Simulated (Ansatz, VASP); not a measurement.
## Two plane-wave programs on VSe2

The input INCAR:

```
PREC = Accurate ; ENCUT = 520
EDIFF = 1E-6 ; ISMEAR = 0
SIGMA = 0.05 ; LREAL = F
LASPH = T ; NELM = 150
ALGO = Normal ; ISIF = 2
LWAVE = F ; LCHARG = F
ISPIN = 2 ; MAGMOM = 1 1 0 0 0 0
LORBIT = 11 ; LMAXMIX = 4
LDAU = T ; LDAUTYPE = 2
LDAUL = 2 -1 ; LDAUU = 5 0
LDAUJ = 0 0 ; LDAUPRINT = 1
NBANDS = 38
```

The input KPOINTS:

```
Automatic mesh
0
Gamma
  7 7 2
```

POSCAR

```
VSe2
1.0
    3.3550015500      0.0000000000      0.0000000000
   -1.6775007700      2.9055165700      0.0000000000
    0.0000000000      0.0000000000     12.2679981000
V Se
2 4
Direct
    0.0000000000      0.0000000000      0.0000000000
    0.0000000000      0.0000000000      0.5000000000
    0.3333333333      0.6666666667      0.1250000000
    0.6666666667      0.3333333333      0.3750000000
    0.3333333333      0.6666666667      0.6250000000
    0.6666666667      0.3333333333      0.8750000000
```

Input for Ansatz:

```yaml
crystal:
  lattice:
    - [3.35500155, 0.0, 0.0]
    - [-1.67750077, 2.90551657, 0.0]
    - [0.0, 0.0, 12.2679981]
  atoms:
    - { symbol: V, position: [0.0, 0.0, 0.0], spin: 1.0 }
    - { symbol: Se, position: [0.3333333333, 0.6666666667, 0.125] }
    - { symbol: Se, position: [0.6666666667, 0.3333333333, 0.375] }
    - { symbol: V, position: [0.0, 0.0, 0.5], spin: 1.0 }
    - { symbol: Se, position: [0.3333333333, 0.6666666667, 0.625] }
    - { symbol: Se, position: [0.6666666667, 0.3333333333, 0.875] }
basis:
  ecutwfc: 420
  ecutrho_ratio: 4
kpoints:
  mp_grid: { grid: [7, 7, 2] }
hamiltonian:
  xc: lda
  hubbard:
    sites: [{ site: 0, l: d, u_eff: 5.0 }, { site: 3, l: d, u_eff: 5.0 }]
scf:
  occupations: { method: gaussian, width: 0.05 }
  lower_state_search: "off"
  max_iter: 150
output:
  forces: true
  stress: true
  eigenvalues: true
  populations: true
  hubbard: { sites: [{ site: 0, l: d }, { site: 3, l: d }] }
magnetization:
  spin_polarized: true
```

Alike in both runs: task single point; functional LDA; k mesh 7 × 7 × 2; occupations gaussian, width 0.05 eV; collinear spin; Hubbard terms V d U = 5.0 eV.

```csv
,VASP,Ansatz
version,VASP 6.6.1,Ansatz 0.2.0
potentials or method,"VASP PAW LDA potentials, release 64 (V_sv, Se), cutoff 520 eV","scalar-relativistic, plane waves, PAW"
valence electrons in the cell,50,90
```

```csv
,VASP,Ansatz,Ansatz less VASP
gap on the k mesh at the Fermi level (eV),none,none,-
pressure (GPa),3.5,5.4,+1.90
rms of the force components (eV/Å),0.102,0.312,+0.2098
net moment per atom (μB),0.36,0.50,+0.137
size of the moment on the site where the two differ most (μB),1.33,1.76,+0.432
```

The net moments are unlike, so the other rows may belong to different states. LDA's correlation is that of Perdew and Zunger in VASP and of Perdew and Wang (1992) in Ansatz. Site moments also hang on the region over which each program counts them. The programs project onto different local orbitals, so the same U acts differently, and such runs can settle in different states. A gap of «none» marks a metal or a gap that the smearing closes. VASP's potentials hold 50 valence electrons a cell and Ansatz's 90, so a difference there can come from the potentials and not from the codes. Ansatz's warnings: filled band counts differ across k points.
